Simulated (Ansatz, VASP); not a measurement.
**One calculation of TiAl, two programs**

The input INCAR:

```
SYSTEM = TiAl
PREC = Accurate
ENCUT = 500
EDIFF = 1E-6
ISMEAR = -1
SIGMA = 0.15
LREAL = .FALSE.
LASPH = .TRUE.
NELM = 120
ALGO = Normal
ISIF = 2
LWAVE = .FALSE.
LCHARG = .FALSE.
GGA = PS
NBANDS = 14
GGA_COMPAT = .FALSE.
```

Contents of KPOINTS:

```
regular mesh
0
G
  7 7 7
  0 0 0
```

File POSCAR:

```
TiAl
1.0
    3.1760736810      0.0000000000      0.0000000000
    0.0000000000      3.1760736810      0.0000000000
    0.0000000000      0.0000000000      3.1760736810
Ti Al
1 1
Direct
    0.5000000000      0.5000000000      0.5000000000
    0.0000000000      0.0000000000      0.0000000000
```

Input for Ansatz:

```yaml
crystal:
  lattice:
    - [3.1760736810114074, 9.254470208686583e-18, 3.784540683698572e-18]
    - [-4.2687916916518675e-18, 3.17607368101141, -2.1568185212053894e-15]
    - [-2.6223381581172632e-17, -6.91854111040051e-17, 3.1760736810114074]
  atoms:
    - { symbol: Ti, position: [0.5, 0.5000000000000001, 0.49999999999999994] }
    - { symbol: Al, position: [1.9005339260403198e-33, 1.1494768302484536e-33, -8.132786614056627e-33] }
kpoints:
  mp_grid:
    grid: [7, 7, 7]
hamiltonian:
  xc: pbesol
  pseudopotentials:
    kind: paw
scf:
  occupations:
    method: fermi_dirac
    width: 0.15
output:
  forces: true
  stress: true
```

Alike in both runs: task single point; functional PBEsol; k mesh 7 × 7 × 7; occupations fermi-dirac, width 0.15 eV; no spin polarisation.

|  | VASP | Ansatz |
| --- | --- | --- |
| version | VASP 6.6.1 | Ansatz 0.2.0 |
| potentials or method | VASP PAW PBE potentials, release 64 (Ti_sv, Al) | plane waves, PAW |
| plane-wave cutoff (eV) | 500 | 420 |
| valence electrons in the cell | 15 | 15 |

```tsv
	VASP	Ansatz	Ansatz less VASP
pressure (GPa)	-1.7	-1.7	+0.02
```

VASP's potentials were made for PBE, not for PBEsol. The functional is the same, so the differences come from potentials, cutoffs and numerics.
